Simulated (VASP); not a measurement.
# K (Fm-3m) in VASP: single point with PBEsol

Aim: the single point of K with PBEsol.

All numbers are computed with VASP 6.6.1; they aren't measurements. Logs are shortened: lines on timing, memory, paths and dates and some standing lists are left out, and cuts for length are marked.

### 1 The cell of the first run

It takes space group Fm-3m (No. 225, cubic). The conventional cell has a = 6.924 Å, b = 6.924 Å, c = 6.924 Å, α = 90.00°, β = 90.00°, γ = 90.00°.

### 2 Single point, PBEsol (Rb replaced by K, lengths x 0.954, strained)

Contents of INCAR:

```
SYSTEM = K
PREC     = Accurate       ! precision mode
ENCUT    = 520            ! plane-wave cutoff, eV
EDIFF    = 1E-7           ! SCF threshold, eV
ISMEAR   = 0              ! smearing method
SIGMA    = 0.1            ! smearing width, eV
LREAL    = .FALSE.        ! projectors in reciprocal space
LASPH    = .TRUE.         ! aspherical terms in the spheres
NELM     = 80             ! most SCF steps
ALGO     = Normal         ! electronic algorithm
ISIF     = 2              ! what is computed and relaxed
LWAVE    = .FALSE.        ! write WAVECAR
LCHARG   = .TRUE.         ! write CHGCAR
GGA      = PS             ! functional
LELF     = .TRUE.         ! ELF
LVHAR    = .TRUE.       
NBANDS   = 10             ! bands
```

Contents of KPOINTS:

```
regular mesh
0
G
  4 4 4
  0 0 0
```

Contents of POSCAR:

```
K
1.0
    0.0000000000      3.4621361634      3.4621361634
    3.4621361634      0.0000000000      3.4621361634
    3.4621361634      3.4621361634      0.0000000000
K
1
Direct
    0.0000000000      0.0000000000      0.0000000000
```

Potentials or basis: VASP PAW PBE potentials, release 64 (K_sv).

Launch:

```sh
> cat potpaw_PBE.64/K_sv/POTCAR > POTCAR
> mpirun -np 1 vasp_std > vasp.out
```

OUTCAR:

```text
SYSTEM = K
   PREC = Accurate
   ENCUT = 520
   EDIFF = 1E-7
   ISMEAR = 0
   LREAL = .FALSE.
   LASPH = .TRUE.
   NELM = 80
   ISIF = 2
   GGA = PS

 ion  position               nearest neighbor table
   1  0.000  0.000  0.000-

  LATTYP: Found a face centered cubic cell.
 ALAT       =     6.9242723268

  Lattice vectors:

 A1 = (   0.0000000000,   3.4621361634,   3.4621361634)
 A2 = (   3.4621361634,   0.0000000000,   3.4621361634)
 A3 = (   3.4621361634,   3.4621361634,   0.0000000000)

Analysis of symmetry for initial positions (statically):
=====================================================================
 Subroutine PRICEL returns:
 Original cell was already a primitive cell.

 Routine SETGRP: Setting up the symmetry group for a
 face centered cubic supercell.

 Subroutine GETGRP returns: Found 48 space group operations
 (whereof 48 operations were pure point group operations)
 out of a pool of 48 trial point group operations.

The static configuration has the point symmetry O_h .

Analysis of symmetry for dynamics (positions and initial velocities):
=====================================================================
 Subroutine PRICEL returns:
 Original cell was already a primitive cell.

 Routine SETGRP: Setting up the symmetry group for a
 face centered cubic supercell.

 Subroutine GETGRP returns: Found 48 space group operations
 (whereof 48 operations were pure point group operations)
 out of a pool of 48 trial point group operations.

The dynamic configuration has the point symmetry O_h .

 Subroutine INISYM returns: Found 48 space group operations
 (whereof 48 operations are pure point group operations),
 and found     1 'primitive' translations

----------------------------------------------------------------------------------------

                                     Primitive cell

  volume of cell :      82.9970

  direct lattice vectors                    reciprocal lattice vectors
     0.000000000  3.462136163  3.462136163    -0.144419508  0.144419508  0.144419508
     3.462136163  0.000000000  3.462136163     0.144419508 -0.144419508  0.144419508
     3.462136163  3.462136163  0.000000000     0.144419508  0.144419508 -0.144419508

  length of vectors
     4.896199917  4.896199917  4.896199917     0.250141925  0.250141925  0.250141925

  position of ions in fractional coordinates (direct lattice)
     0.000000000  0.000000000  0.000000000

  ion indices of the primitive-cell ions
   primitive index   ion index
                 1           1

----------------------------------------------------------------------------------------

 KPOINTS: regular mesh

Automatic generation of k-mesh.
 Grid dimensions read from file:
 generate k-points for:    4    4    4

 Generating k-lattice:

  Cartesian coordinates                     Fractional coordinates (reciprocal lattice)
    -0.036104877  0.036104877  0.036104877     0.250000000  0.000000000  0.000000000
     0.036104877 -0.036104877  0.036104877     0.000000000  0.250000000  0.000000000
     0.036104877  0.036104877 -0.036104877     0.000000000  0.000000000  0.250000000

  Length of vectors
     0.062535481  0.062535481  0.062535481

  Shift w.r.t. Gamma in fractional coordinates (k-lattice)
     0.000000000  0.000000000  0.000000000

 Subroutine IBZKPT returns following result:
 ===========================================

 Found      8 irreducible k-points:

 Following reciprocal coordinates:
            Coordinates               Weight
  0.000000  0.000000  0.000000      1.000000
  0.250000  0.000000  0.000000      8.000000
  0.500000  0.000000  0.000000      4.000000
  0.250000  0.250000  0.000000      6.000000
  0.500000  0.250000  0.000000     24.000000
 -0.250000  0.250000  0.000000     12.000000
  0.500000  0.500000  0.000000      3.000000
 -0.250000  0.500000  0.250000      6.000000
   k-points           NKPTS =      8   k-points in BZ     NKDIM =      8   number of bands    NBANDS=     10
   number of dos      NEDOS =    301   number of ions     NIONS =      1
   total plane-waves  NPLWV =  46656
   dimension x,y,z NGX =    36 NGY =   36 NGZ =   36
   dimension x,y,z NGXF=    72 NGYF=   72 NGZF=   72
   ions per type =               1
   NGX,Y,Z   is equivalent  to a cutoff of  12.22, 12.22, 12.22 a.u.
   NGXF,Y,Z  is equivalent  to a cutoff of  24.45, 24.45, 24.45 a.u.
 SYSTEM =  K
   PREC   = accura    normal or accurate (medium, high low for compatibility)
   ISTART =      0    job   : 0-new  1-cont  2-samecut
   ICHARG =      2    charge: 1-file 2-atom 10-const
   ISPIN  =      1    spin polarized calculation?
   LNONCOLLINEAR =      F non collinear calculations
   LSORBIT =      F    spin-orbit coupling
   LASPH  =      T    aspherical Exc in radial PAW
   ENCUT  =  520.0 eV  38.22 Ry    6.18 a.u.   9.10  9.10  9.10*2*pi/ulx,y,z
   NELM   =     80;   NELMIN=  2; NELMDL= -5     # of ELM steps
   EDIFF  = 0.1E-06   stopping-criterion for ELM
   LREAL  =      F    real-space projection
   EDIFFG = 0.1E-05   stopping-criterion for IOM
   NSW    =      0    number of steps for IOM
   IBRION =     -1    ionic relax: 0-MD 1-quasi-New 2-CG
   NFREE  =      0    steps in history (QN), initial steepest desc. (CG)
   ISIF   =      2    stress and relaxation
   ISYM   =      2    0-nonsym 1-usesym 2-fastsym
   POTIM  = 0.5000    time-step for ionic-motion
   TEBEG  =    0.0;   TEEND  =   0.0 temperature during run
   PSTRESS=    0.0 pullay stress
   NELECT =       9.0000    total number of electrons
   NUPDOWN=      -1.0000    fix difference up-down
   EMIN   =  10.00;   EMAX   =-10.00  energy-range for DOS
   EFERMI =   0.00;   METHOD = LEGACY
   ISMEAR =     0;   SIGMA  =   0.10  broadening in eV -4-tet -1-fermi 0-gaus
   EFERMI_NEDOS =   21; number of points for ismear=-14 and -15
   IALGO  =     38    algorithm
   IMIX   =      4    mixing-type and parameters
     AMIX     =   0.40;   BMIX     =  1.00
     AMIX_MAG =   1.60;   BMIX_MAG =  1.00
  volume/ion in A,a.u.               =      83.00       560.09
  Fermi-wavevector in a.u.,A,eV,Ry     =   0.780671  1.475255  8.292038  0.609448
  Thomas-Fermi vector in A             =   1.884031
   LORBIT       =      0    0 simple, 1 ext, 2 COOP (PROOUT), +10 PAW based schemes
   GGA     = PS    functional components
   LHFCALC =     F    Hartree Fock is set to
   AEXX    =    0.0000 exact exchange contribution
   IVDW    =     0    specifies the selected vdW correction
   LEPSILON=     F    determine dielectric tensor
   LRPA    =     F    only Hartree local field effects (RPA)
 non-spin polarized calculation
 Gauss-broadening in eV      SIGMA  =   0.10
  energy-cutoff  :      520.00
  volume of cell :       83.00
 maximum number of plane-waves:      2252
   NGX = 19   NGY = 19   NGZ = 19

 number of electron       8.9999999 magnetization

 Free energy of the ion-electron system (eV)
  ---------------------------------------------------
  ext. energy  EPLUGINS =         0.00000000
  ---------------------------------------------------
  free energy    TOTEN  =        -1.06412461 eV

  energy without entropy =       -1.04853765  energy(sigma->0) =       -1.05633113

 E-fermi :  -0.2254     XC(G=0):  -5.4046

 val. band max:       -0.7302284061   @ k =  -0.2500   0.2500   0.0000
 cond. band min:      -0.1667263312   @ k =   0.5000   0.2500   0.0000
 fundamental gap:      0.5635020748
 Fermi energy:        -0.2253581213

 k-point     1 :       0.0000    0.0000    0.0000
  band No.  band energies     occupation
      1     -32.4814      2.00000
      2     -15.9981      2.00000
      3     -15.9981      2.00000
      4     -15.9981      2.00000
      5      -2.3977      2.00000
      6       3.6871      0.00000
      7       3.6871      0.00000
      8       3.6871      0.00000
      9       4.8601      0.00000
     10       4.8601      0.00000

 k-point     2 :       0.2500    0.0000    0.0000
  band No.  band energies     occupation
      1     -32.4803      2.00000
      2     -16.0198      2.00000
      3     -16.0012      2.00000
      4     -16.0012      2.00000
      5      -1.7465      2.00000
      6       2.2385      0.00000
      7       3.7312      0.00000
      8       3.7312      0.00000
      9       4.7254      0.00000
     10       4.7254      0.00000

 k-point     3 :       0.5000    0.0000    0.0000
  band No.  band energies     occupation
      1     -32.4793      2.00000
      2     -16.0413      2.00000
      3     -16.0043      2.00000
      4     -16.0043      2.00000
      5      -0.0913      0.05798
      6       0.1034      0.00000
      7       3.4851      0.00000
      8       3.4851      0.00000
      9       5.3172      0.00000
     10       5.5930      0.00000

 k-point     4 :       0.2500    0.2500    0.0000
  band No.  band energies     occupation
      1     -32.4800      2.00000
      2     -16.0189      2.00000
      3     -16.0062      2.00000
      4     -16.0062      2.00000
      5      -1.5350      2.00000
      6       2.5698      0.00000
      7       3.1523      0.00000
      8       3.7692      0.00000
      9       3.7692      0.00000
     10       5.1964      0.00000

 k-point     5 :       0.5000    0.2500    0.0000
  band No.  band energies     occupation
      1     -32.4790      2.00000
      2     -16.0340      2.00000
      3     -16.0155      2.00000
      4     -16.0093      2.00000
      5      -0.1667      0.40700
      6       1.1227      0.00000
      7       2.2367      0.00000
      8       3.7314      0.00000
      9       3.9644      0.00000
     10       5.4971      0.00000

 k-point     6 :      -0.2500    0.2500    0.0000
  band No.  band energies     occupation
      1     -32.4793      2.00000
      2     -16.0290      2.00000
      3     -16.0164      2.00000
      4     -16.0043      2.00000
      5      -0.7302      2.00000
      6       1.6912      0.00000
      7       2.1396      0.00000
      8       3.8110      0.00000
      9       4.6562      0.00000
     10       4.9157      0.00000

 k-point     7 :       0.5000    0.5000    0.0000
  band No.  band energies     occupation
      1     -32.4786      2.00000
      2     -16.0389      2.00000
      3     -16.0142      2.00000
      4     -16.0142      2.00000
      5       0.5278      0.00000
      6       0.8450      0.00000
      7       1.9325      0.00000
      8       4.1012      0.00000
      9       4.1012      0.00000
     10       4.6234      0.00000

 k-point     8 :      -0.2500    0.5000    0.2500
  band No.  band energies     occupation
      1     -32.4786      2.00000
      2     -16.0266      2.00000
      3     -16.0266      2.00000
      4     -16.0145      2.00000
      5       1.0315      0.00000
      6       1.2365      0.00000
      7       1.2365      0.00000
      8       2.2704      0.00000
      9       5.2643      0.00000
     10       5.3281      0.00000

------------------------ aborting loop because EDIFF is reached ----------------------------------------

  FORCE on cell =-STRESS in cart. coord.  units (eV):
  Direction    XX          YY          ZZ          XY          YZ          ZX
  --------------------------------------------------------------------------------------
  -------------------------------------------------------------------------------------
  Total       -0.1917897     -0.1917897     -0.1917897      0.0000000      0.0000000     -0.0000000
  in kB       -3.7023165     -3.7023165     -3.7023165      0.0000000      0.0000000     -0.0000000
  external PRESSURE =      -3.7023165 kB  Pullay stress =       0.0000000 kB

 VOLUME and BASIS-vectors are now :
 -----------------------------------------------------------------------------
  energy-cutoff  :      520.00
  volume of cell :       83.00
      direct lattice vectors                 reciprocal lattice vectors
     0.000000000  3.462136163  3.462136163    -0.144419508  0.144419508  0.144419508
     3.462136163  0.000000000  3.462136163     0.144419508 -0.144419508  0.144419508
     3.462136163  3.462136163  0.000000000     0.144419508  0.144419508 -0.144419508

 POSITION                                       TOTAL-FORCE (eV/Angst)
 -----------------------------------------------------------------------------------
      0.00000      0.00000      0.00000         0.000000      0.000000      0.000000
 -----------------------------------------------------------------------------------
    total drift:                               -0.000000      0.000000      0.000000

  FREE ENERGIE OF THE ION-ELECTRON SYSTEM (eV)
  ---------------------------------------------------
  free  energy   TOTEN  =        -1.0641246114 eV

  energy  without entropy=       -1.0485376542  energy(sigma->0) =       -1.05633113
```

It took 9.3 s on 1 thread of Intel Xeon Platinum 8488C (Sapphire Rapids), shared host; peak memory 0.19 GiB.

Results:

```
Free energy : -1.0641 eV
Pressure    : -0.4 GPa
```

Caveat: the k points lie up to 0.39 Å⁻¹ apart; the cell differs from its parent crystal (Rb replaced by K, lengths x 0.954, strained); the PAW data sets were made with another functional, which shifts forces and pressure a little.
